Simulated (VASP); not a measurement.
# Si (Imma) in VASP: single point with PBE

Aim: the single point of Si with PBE.

Program: VASP 6.6.1. These are calculated values, not measurements. Logs are shortened: lines on timing, memory, paths and dates and some standing lists are left out, and cuts for length are marked.

### Step 1. The cell of the first run

Symmetry: Imma, No. 74, orthorhombic system. The conventional cell has a = 6.265 Å, b = 8.227 Å, c = 4.404 Å, α = 90.00°, β = 90.00°, γ = 90.00°. Within 3.0 Å of Si (site symmetry m) lie 5 Si at 2.12 to 2.97 Å. Si (site symmetry 2/m) has 4 Si at 2.13 Å within 2.8 Å.

The cell was generated, and may not be a known phase.

### Step 2. Single point, PBE

The input, INCAR:

```
SYSTEM = Si
PREC     = Accurate       ! precision mode
ENCUT    = 500            ! plane-wave cutoff, eV
EDIFF    = 1E-6           ! SCF threshold, eV
ISMEAR   = 0              ! smearing method
SIGMA    = 0.1            ! smearing width, eV
LREAL    = .False.        ! projectors in reciprocal space
LASPH    = .True.         ! aspherical terms in the spheres
NELM     = 120            ! most SCF steps
ALGO     = Normal         ! electronic algorithm
ISIF     = 2              ! what is computed and relaxed
LWAVE    = .False.        ! write WAVECAR
LCHARG   = .True.         ! write CHGCAR
GGA      = PE             ! functional
LELF     = .True.         ! ELF
LVHAR    = .True.       
NBANDS   = 21             ! bands
GGA_COMPAT= .False.
```

The input, KPOINTS:

```
Automatic mesh
0
Gamma
  6 6 6
  0 0 0
```

The input, POSCAR:

```
Si
1.0
   -3.1324746400      4.1134800800      2.2020137100
    3.1324746400     -4.1134800800      2.2020137100
    3.1324746400      4.1134800800     -2.2020137100
Si
6
Direct
    0.8824558900      0.8059440100      0.0765118800
    0.2294321300      0.8059440100      0.4234881200
    0.0000000000      0.5000000000      0.0000000000
    0.0000000000      0.0000000000      0.5000000000
    0.1175441100      0.1940559900      0.9234881200
    0.7705678700      0.1940559900      0.5765118800
```

Potentials or basis: VASP PAW PBE potentials, release 64 (Si).

On the command line:

```console
$ cat potpaw_PBE.64/Si/POTCAR > POTCAR
$ mpirun -np 1 vasp_std > vasp.out
```

OUTCAR:

```text
SYSTEM = Si
   PREC = Accurate
   ENCUT = 500
   EDIFF = 1E-6
   ISMEAR = 0
   LREAL = .False.
   LASPH = .True.
   NELM = 120
   ISIF = 2
   GGA = PE

 ion  position               nearest neighbor table
   1  0.882  0.806  0.077-   5 2.12   3 2.13   4 2.13   2 2.85   5 2.97
   2  0.229  0.806  0.423-   6 2.12   3 2.13   4 2.13   1 2.85   6 2.97
   3  0.000  0.500  0.000-   1 2.13   5 2.13   2 2.13   6 2.13   4 3.13   4 3.13
   4  0.000  0.000  0.500-   1 2.13   5 2.13   2 2.13   6 2.13   3 3.13   3 3.13
   5  0.118  0.194  0.923-   1 2.12   3 2.13   4 2.13   6 2.85   1 2.97
   6  0.771  0.194  0.577-   2 2.12   4 2.13   3 2.13   5 2.85   2 2.97

  LATTYP: Found a body centered orthorhombic cell.
 ALAT       =     4.4040274200
 B/A-ratio  =     1.4225500167
 C/A-ratio  =     1.8680538006

  Lattice vectors:

 A1 = (   3.1324746400,  -4.1134800800,   2.2020137100)
 A2 = (  -3.1324746400,  -4.1134800800,  -2.2020137100)
 A3 = (   3.1324746400,   4.1134800800,  -2.2020137100)

Analysis of symmetry for initial positions (statically):
=====================================================================
 Subroutine PRICEL returns:
 Original cell was already a primitive cell.

 Routine SETGRP: Setting up the symmetry group for a
 body centered orthorhombic supercell.

 Subroutine GETGRP returns: Found  8 space group operations
 (whereof  4 operations were pure point group operations)
 out of a pool of  8 trial point group operations.

The static configuration has the point symmetry C_2h.
 The point group associated with its full space group is D_2h.

Analysis of symmetry for dynamics (positions and initial velocities):
=====================================================================
 Subroutine PRICEL returns:
 Original cell was already a primitive cell.

 Routine SETGRP: Setting up the symmetry group for a
 body centered orthorhombic supercell.

 Subroutine GETGRP returns: Found  8 space group operations
 (whereof  4 operations were pure point group operations)
 out of a pool of  8 trial point group operations.

The dynamic configuration has the point symmetry C_2h.
 The point group associated with its full space group is D_2h.

 Subroutine INISYM returns: Found  8 space group operations
 (whereof  4 operations are pure point group operations),
 and found     1 'primitive' translations

----------------------------------------------------------------------------------------

                                     Primitive cell

  volume of cell :     113.4951

  direct lattice vectors                    reciprocal lattice vectors
[... 96 lines left out ...]
   LREAL  =      F    real-space projection
   EDIFFG = 0.1E-04   stopping-criterion for IOM
   NSW    =      0    number of steps for IOM
   IBRION =     -1    ionic relax: 0-MD 1-quasi-New 2-CG
   NFREE  =      0    steps in history (QN), initial steepest desc. (CG)
   ISIF   =      2    stress and relaxation
   ISYM   =      2    0-nonsym 1-usesym 2-fastsym
   POTIM  = 0.5000    time-step for ionic-motion
   TEBEG  =    0.0;   TEEND  =   0.0 temperature during run
   PSTRESS=    0.0 pullay stress
   NELECT =      24.0000    total number of electrons
   NUPDOWN=      -1.0000    fix difference up-down
   EMIN   =  10.00;   EMAX   =-10.00  energy-range for DOS
   EFERMI =   0.00;   METHOD = LEGACY
   ISMEAR =     0;   SIGMA  =   0.10  broadening in eV -4-tet -1-fermi 0-gaus
   EFERMI_NEDOS =   21; number of points for ismear=-14 and -15
   IALGO  =     38    algorithm
   IMIX   =      4    mixing-type and parameters
     AMIX     =   0.40;   BMIX     =  1.00
     AMIX_MAG =   1.60;   BMIX_MAG =  1.00
  volume/ion in A,a.u.               =      18.92       127.65
  Fermi-wavevector in a.u.,A,eV,Ry     =   0.975333  1.843112 12.942875  0.951274
  Thomas-Fermi vector in A             =   2.105864
   LORBIT       =      0    0 simple, 1 ext, 2 COOP (PROOUT), +10 PAW based schemes
   GGA     = PE    functional components
   LHFCALC =     F    Hartree Fock is set to
   AEXX    =    0.0000 exact exchange contribution
   IVDW    =     0    specifies the selected vdW correction
   LEPSILON=     F    determine dielectric tensor
   LRPA    =     F    only Hartree local field effects (RPA)
 non-spin polarized calculation
 Gauss-broadening in eV      SIGMA  =   0.10
  energy-cutoff  :      500.00
  volume of cell :      113.50
 maximum number of plane-waves:      2904
 NGX is ok and might be reduce to    42
   NGX = 21   NGY = 21   NGZ = 21

 number of electron      23.9999999 magnetization

 Free energy of the ion-electron system (eV)
  ---------------------------------------------------
  ext. energy  EPLUGINS =         0.00000000
  ---------------------------------------------------
  free energy    TOTEN  =       -24.69776807 eV

  energy without entropy =      -24.67548834  energy(sigma->0) =      -24.68662821

 E-fermi :   6.4491     XC(G=0):  -9.5301

 val. band max:        6.4490790644   @ k =   0.5000  -0.0000   0.0000
 cond. band min:       6.4535184637   @ k =  -0.3333  -0.3333   0.3333
 fundamental gap:      0.0044393993
 Fermi energy:         6.4491141099

 k-point     1 :       0.0000    0.0000    0.0000
  band No.  band energies     occupation
      1      -7.0945      2.00000
      2      -2.6008      2.00000
      3      -2.3266      2.00000
      4      -1.9792      2.00000
      5      -0.3688      2.00000
      6       0.1643      2.00000
[... 565 lines left out ...]
     20      11.8739      0.00000
     21      13.3254      0.00000

 [... further k-points ...]
[... 5 lines left out ...]
  --------------------------------------------------------------------------------------
  -------------------------------------------------------------------------------------
  Total       33.0300139     24.7854781      4.1271995      0.0000000      0.0000000      0.0000000
  in kB      466.2752529    349.8895008     58.2624935      0.0000000      0.0000000      0.0000000
  external PRESSURE =     291.4757491 kB  Pullay stress =       0.0000000 kB

 VOLUME and BASIS-vectors are now :
 -----------------------------------------------------------------------------
  energy-cutoff  :      500.00
  volume of cell :      113.50
      direct lattice vectors                 reciprocal lattice vectors
    -3.132474640  4.113480080  2.202013710     0.000000000  0.121551579  0.227064890
     3.132474640 -4.113480080  2.202013710     0.159618212  0.000000000  0.227064890
     3.132474640  4.113480080 -2.202013710     0.159618212  0.121551579  0.000000000

 POSITION                                       TOTAL-FORCE (eV/Angst)
 -----------------------------------------------------------------------------------
     -0.00000      0.62946      3.54940        -0.000000     -1.819374     -2.288423
      3.13247     -0.62946      1.34739        -0.000000      1.819374     -2.288423
      1.56624     -2.05674      1.10101         0.000000      0.000000     -0.000000
      1.56624      2.05674     -1.10101         0.000000     -0.000000     -0.000000
      3.13247      3.48402     -1.34739         0.000000      1.819374      2.288423
      0.00000      4.74294      0.85463         0.000000     -1.819374      2.288423
 -----------------------------------------------------------------------------------
    total drift:                               -0.000000      0.000000     -0.000000

  FREE ENERGIE OF THE ION-ELECTRON SYSTEM (eV)
  ---------------------------------------------------
  free  energy   TOTEN  =       -24.6977680680 eV

  energy  without entropy=      -24.6754883435  energy(sigma->0) =      -24.68662821
```

OSZICAR:

```text
N       E                     dE             d eps       ncg     rms          rms(c)
DAV:   1     0.533507717089E+02    0.53351E+02   -0.91099E+03  1932   0.913E+02
DAV:   2    -0.227318366453E+02   -0.76083E+02   -0.72952E+02  2463   0.143E+02
DAV:   3    -0.263617593870E+02   -0.36299E+01   -0.35702E+01  2550   0.280E+01
DAV:   4    -0.264225741549E+02   -0.60815E-01   -0.60712E-01  2450   0.443E+00
DAV:   5    -0.264237930626E+02   -0.12189E-02   -0.12188E-02  2508   0.605E-01    0.110E+01
DAV:   6    -0.249758038020E+02    0.14480E+01   -0.20311E+00  2258   0.566E+00    0.639E+00
DAV:   7    -0.246976000542E+02    0.27820E+00   -0.11353E+00  2414   0.424E+00    0.200E+00
DAV:   8    -0.246970849097E+02    0.51514E-03   -0.10348E-01  2263   0.157E+00    0.680E-01
DAV:   9    -0.246976077708E+02   -0.52286E-03   -0.62506E-03  2412   0.396E-01    0.193E-01
DAV:  10    -0.246977042271E+02   -0.96456E-04   -0.95879E-04  2226   0.135E-01    0.800E-02
DAV:  11    -0.246977652876E+02   -0.61060E-04   -0.12075E-04  2288   0.582E-02    0.262E-02
DAV:  12    -0.246977651919E+02    0.95672E-07   -0.26966E-05  2393   0.232E-02    0.975E-03
DAV:  13    -0.246977678978E+02   -0.27059E-05   -0.77857E-06  2212   0.135E-02    0.355E-03
DAV:  14    -0.246977680680E+02   -0.17016E-06   -0.26197E-07  1416   0.253E-03
   1 F= -.24697768E+02 E0= -.24686628E+02  d E =-.222797E-01
```

Wall time 4.6 min (1 thread of Intel Xeon 8259CL, shared host); peak memory 0.24 GiB.

What came out:

```
Free energy            : -24.6978 eV
Pressure               : 29.1 GPa
Largest force          : 2.924 eV/Å
Band gap on the k mesh : zero (bands 12 and 13 overlap by 0.83 eV)
```

Forces on the atoms (eV/Å):
```
Si   0.000 -1.819 -2.288
Si   0.000  1.819 -2.288
Si   0.000  0.000  0.000
Si   0.000  0.000  0.000
Si   0.000  1.819  2.288
Si   0.000 -1.819  2.288
```

Stress tensor (GPa, compression positive):
```
46.63  0.00  0.00
 0.00 34.99  0.00
 0.00  0.00  5.83
```

Caveat: the stress differs along the axes, from 6 to 47 GPa; forces of over 1 eV/Å act on the atoms, so gaps and moduli don't describe the material at rest.
